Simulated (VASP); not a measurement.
# Zn (Pm-3m) in VASP: single point with LDA

Aim: the single point of Zn with LDA.

Everything below comes from runs of VASP 6.6.1. Logs are shortened: lines on timing, memory, paths and dates and some standing lists are left out, and cuts for length are marked.

## (1) The cell of the first run

Symmetry: Pm-3m, No. 221, cubic system. Conventional cell: a = 3.275 Å, b = 3.275 Å, c = 3.275 Å, α = 90.00°, β = 90.00°, γ = 90.00°. Within 4.3 Å of Zn (site symmetry m-3m) lie 6 Zn at 3.28 Å.

## (2) Single point, LDA

INCAR

```
SYSTEM = Zn
PREC = Accurate ; ENCUT = 520
EDIFF = 1E-7 ; ISMEAR = 1
SIGMA = 0.2 ; LREAL = .False.
LASPH = .True. ; NELM = 80
ALGO = Normal ; ISIF = 2
LWAVE = .False. ; LCHARG = .False.
NBANDS = 12
```

KPOINTS

```
regular mesh
0
Gamma
  7 7 7
  0 0 0
```

POSCAR

```
Zn
1.0
    3.2751050000      0.0000000000      0.0000000000
    0.0000000000      3.2751050000      0.0000000000
    0.0000000000      0.0000000000      3.2751050000
Zn
1
Direct
    0.0000000000      0.0000000000      0.0000000000
```

Potentials or basis: VASP PAW LDA potentials, release 64 (Zn).

On the command line:

```bash
$ cat potpaw_LDA.64/Zn/POTCAR > POTCAR
$ mpirun -np 1 vasp_std > vasp.out
```

OUTCAR:

```text
SYSTEM = Zn
   PREC = Accurate
   ENCUT = 520
   EDIFF = 1E-7
   ISMEAR = 1
   LREAL = .False.
   LASPH = .True.
   NELM = 80
   ISIF = 2

 ion  position               nearest neighbor table
   1  0.000  0.000  0.000-

  LATTYP: Found a simple cubic cell.
 ALAT       =     3.2751050000

  Lattice vectors:

 A1 = (   3.2751050000,   0.0000000000,   0.0000000000)
 A2 = (   0.0000000000,   3.2751050000,   0.0000000000)
 A3 = (   0.0000000000,   0.0000000000,   3.2751050000)

Analysis of symmetry for initial positions (statically):
=====================================================================
 Subroutine PRICEL returns:
 Original cell was already a primitive cell.

 Routine SETGRP: Setting up the symmetry group for a
 simple cubic supercell.

 Subroutine GETGRP returns: Found 48 space group operations
 (whereof 48 operations were pure point group operations)
 out of a pool of 48 trial point group operations.

The static configuration has the point symmetry O_h .

Analysis of symmetry for dynamics (positions and initial velocities):
=====================================================================
 Subroutine PRICEL returns:
 Original cell was already a primitive cell.

 Routine SETGRP: Setting up the symmetry group for a
 simple cubic supercell.

 Subroutine GETGRP returns: Found 48 space group operations
 (whereof 48 operations were pure point group operations)
 out of a pool of 48 trial point group operations.

The dynamic configuration has the point symmetry O_h .

 Subroutine INISYM returns: Found 48 space group operations
 (whereof 48 operations are pure point group operations),
 and found     1 'primitive' translations

----------------------------------------------------------------------------------------

                                     Primitive cell

  volume of cell :      35.1298

  direct lattice vectors                    reciprocal lattice vectors
     3.275105000  0.000000000  0.000000000     0.305333722  0.000000000  0.000000000
     0.000000000  3.275105000  0.000000000     0.000000000  0.305333722  0.000000000
     0.000000000  0.000000000  3.275105000     0.000000000  0.000000000  0.305333722

  length of vectors
     3.275105000  3.275105000  3.275105000     0.305333722  0.305333722  0.305333722

[... 76 lines left out ...]
   NSW    =      0    number of steps for IOM
   IBRION =     -1    ionic relax: 0-MD 1-quasi-New 2-CG
   NFREE  =      0    steps in history (QN), initial steepest desc. (CG)
   ISIF   =      2    stress and relaxation
   ISYM   =      2    0-nonsym 1-usesym 2-fastsym
   POTIM  = 0.5000    time-step for ionic-motion
   TEBEG  =    0.0;   TEEND  =   0.0 temperature during run
   PSTRESS=    0.0 pullay stress
   NELECT =      12.0000    total number of electrons
   NUPDOWN=      -1.0000    fix difference up-down
   EMIN   =  10.00;   EMAX   =-10.00  energy-range for DOS
   EFERMI =   0.00;   METHOD = LEGACY
   ISMEAR =     1;   SIGMA  =   0.20  broadening in eV -4-tet -1-fermi 0-gaus
   EFERMI_NEDOS =   21; number of points for ismear=-14 and -15
   IALGO  =     38    algorithm
   IMIX   =      4    mixing-type and parameters
     AMIX     =   0.40;   BMIX     =  1.00
     AMIX_MAG =   1.60;   BMIX_MAG =  1.00
  volume/ion in A,a.u.               =      35.13       237.07
  Fermi-wavevector in a.u.,A,eV,Ry     =   1.144397  2.162597 17.818793  1.309644
  Thomas-Fermi vector in A             =   2.281089
   LORBIT       =      0    0 simple, 1 ext, 2 COOP (PROOUT), +10 PAW based schemes
   GGA     = CA    functional components
   LHFCALC =     F    Hartree Fock is set to
   AEXX    =    0.0000 exact exchange contribution
   IVDW    =     0    specifies the selected vdW correction
   LEPSILON=     F    determine dielectric tensor
   LRPA    =     F    only Hartree local field effects (RPA)
 non-spin polarized calculation
 Methfessel and Paxton  Order N= 1 SIGMA  =   0.20
  energy-cutoff  :      520.00
  volume of cell :       35.13
 maximum number of plane-waves:       961
   NGX = 13   NGY = 13   NGZ = 13

 number of electron      11.9999984 magnetization

 Free energy of the ion-electron system (eV)
  ---------------------------------------------------
  ext. energy  EPLUGINS =         0.00000000
  ---------------------------------------------------
  free energy    TOTEN  =        -0.65964107 eV

  energy without entropy =       -0.65600290  energy(sigma->0) =       -0.65842835

 E-fermi :  -1.1540     XC(G=0):  -7.9674

 val. band max:       -1.2388836170   @ k =   0.4286   0.4286   0.2857
 cond. band min:      -1.0968706886   @ k =   0.4286   0.1429   0.0000
 fundamental gap:      0.1420129284
 Fermi energy:        -1.1540228068

 k-point     1 :       0.0000    0.0000    0.0000
  band No.  band energies     occupation
      1      -7.9634      2.00000
      2      -7.9634      2.00000
      3      -7.6550      2.00000
      4      -7.6550      2.00000
      5      -7.6550      2.00000
      6      -6.8025      2.00000
      7       6.6113      0.00000
      8       6.6113      0.00000
      9       6.6113      0.00000
     10       9.4550      0.00000
     11       9.4550      0.00000
     12       9.5559      0.00000
[... 271 lines left out ...]
 k-point    20 :       0.4286    0.4286    0.4286
  band No.  band energies     occupation
      1      -7.8596      2.00000
      2      -7.8550      2.00000
      3      -7.8550      2.00000
      4      -7.5884      2.00000
      5      -7.5884      2.00000
      6      -0.0476     -0.00000
      7       2.4742     -0.00000
      8       2.4742     -0.00000
      9       3.0960      0.00000
     10       6.6346      0.00000
     11       7.2930      0.00000
     12       7.2930      0.00000

------------------------ aborting loop because EDIFF is reached ----------------------------------------

  FORCE on cell =-STRESS in cart. coord.  units (eV):
  Direction    XX          YY          ZZ          XY          YZ          ZX
  --------------------------------------------------------------------------------------
  -------------------------------------------------------------------------------------
  Total       -1.0983638     -1.0983638     -1.0983638      0.0000000      0.0000000     -0.0000000
  in kB      -50.0934711    -50.0934711    -50.0934711      0.0000000      0.0000000     -0.0000000
  external PRESSURE =     -50.0934711 kB  Pullay stress =       0.0000000 kB

 VOLUME and BASIS-vectors are now :
 -----------------------------------------------------------------------------
  energy-cutoff  :      520.00
  volume of cell :       35.13
      direct lattice vectors                 reciprocal lattice vectors
     3.275105000  0.000000000  0.000000000     0.305333722  0.000000000  0.000000000
     0.000000000  3.275105000  0.000000000     0.000000000  0.305333722  0.000000000
     0.000000000  0.000000000  3.275105000     0.000000000  0.000000000  0.305333722

 POSITION                                       TOTAL-FORCE (eV/Angst)
 -----------------------------------------------------------------------------------
      0.00000      0.00000      0.00000         0.000000      0.000000      0.000000
 -----------------------------------------------------------------------------------
    total drift:                                0.000000     -0.000000     -0.000000

  FREE ENERGIE OF THE ION-ELECTRON SYSTEM (eV)
  ---------------------------------------------------
  free  energy   TOTEN  =        -0.6596410703 eV

  energy  without entropy=       -0.6560029045  energy(sigma->0) =       -0.65842835
```

Run time: 2.9 s. Hardware: 1 thread of AMD EPYC 9R45 (Zen 5), shared host; peak memory 0.09 GiB.

What came out:

```
Free energy            : -0.6596 eV
Pressure               : -5.0 GPa
Band gap on the k mesh : zero (band 6 reaches -0.05 eV, above the bottom of band 7 at -1.38 eV)
```
